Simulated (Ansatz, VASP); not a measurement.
**MnS in VASP and in Ansatz**

File INCAR:

```
PREC = Accurate
ENCUT = 520
EDIFF = 1E-6
ISMEAR = -1
SIGMA = 0.05
LREAL = False
LASPH = True
NELM = 150
ALGO = Normal
ISIF = 2
LWAVE = False
LCHARG = True
ISPIN = 2
MAGMOM = 4 -4 0 0
LORBIT = 11
LMAXMIX = 4
LDAU = True
LDAUTYPE = 2
LDAUL = 2 -1
LDAUU = 3 0
LDAUJ = 0 0
LDAUPRINT = 1
GGA = PS
LELF = True
LVHAR = True
NBANDS = 31
```

File KPOINTS:

```
Automatic mesh
0
Gamma
  9 9 9
```

Contents of POSCAR:

```
MnS
1.0
   -1.8299960138     -1.0565486911      5.9418405554
    1.8299960138     -1.0565486911      5.9418405554
    0.0000000000      2.1130973824      5.9418405554
Mn S
2 2
Direct
    0.0000000000      0.0000000000      0.0000000000
    0.5000000000      0.5000000000      0.5000000000
    0.2500000000      0.2500000000      0.2500000000
    0.7500000000      0.7500000000      0.7500000000
```

File input.yaml:

```yaml
crystal:
  lattice:
    - [-1.8299960138, -1.0565486911, 5.9418405554]
    - [1.8299960138, -1.0565486911, 5.9418405554]
    - [0.0, 2.1130973824, 5.9418405554]
  atoms:
    - { symbol: Mn, position: [0.0, 0.0, 0.0], spin: 4.0 }
    - { symbol: Mn, position: [0.5, 0.5, 0.5], spin: -4.0 }
    - { symbol: S, position: [0.25, 0.25, 0.25] }
    - { symbol: S, position: [0.75, 0.75, 0.75] }
hamiltonian:
  xc: pbesol
  pseudopotentials: { kind: paw }
  hubbard: { sites: [{ species: Mn, l: d, u_eff: 3.0 }] }
magnetization:
  spin_polarized: true
kpoints:
  mp_grid: { grid: [9, 9, 9] }
scf:
  occupations: { method: fermi_dirac, width: 0.05 }
output:
  forces: true
  stress: true
  eigenvalues: true
```

Alike in both runs: task single point; functional PBEsol; k mesh 9 × 9 × 9; occupations fermi-dirac, width 0.05 eV; collinear spin, antiferromagnetic start; Hubbard terms Mn d U = 3 eV.

|  | VASP | Ansatz |
| --- | --- | --- |
| version | VASP 6.6.1 | Ansatz 0.2.0 |
| potentials or method | VASP PAW PBE potentials, release 64 (Mn_pv, S) | Ansatz PAW |
| plane-wave cutoff (eV) | 520 | 420 |
| valence electrons in the cell | 38 | 42 |

Ansatz gave:

```
gap on the k mesh at the Fermi level (eV)                     : 2.08
least direct gap on the mesh (eV)                             : 2.51
pressure (GPa)                                                : 0.0
traceless stress, the component that is largest in VASP (GPa) : -0.13
net moment per atom (μB)                                      : 0.00
size of the moment on the site where the two differ most (μB) : 4.33
```

Estimate VASP's values.

gap on the k mesh at the Fermi level (eV): 1.89; least direct gap on the mesh (eV): 2.41; pressure (GPa): -0.4; traceless stress, the component that is largest in VASP (GPa): -0.09; net moment per atom (μB): 0.00; size of the moment on the site where the two differ most (μB): 4.42.

VASP's potentials were made for PBE, not for PBEsol. Site moments also hang on the region over which each program counts them. The programs project onto different local orbitals, so the same U acts differently, and such runs can settle in different states. VASP's potentials hold 38 valence electrons a cell and Ansatz's 42, so a difference there can come from the potentials and not from the codes.

Noted on Ansatz's run: the magnetic or orbital state may not be the lowest; odd divisions of the mesh miss points on the zone boundary, where band edges often lie, so the gap on the mesh can be too wide.
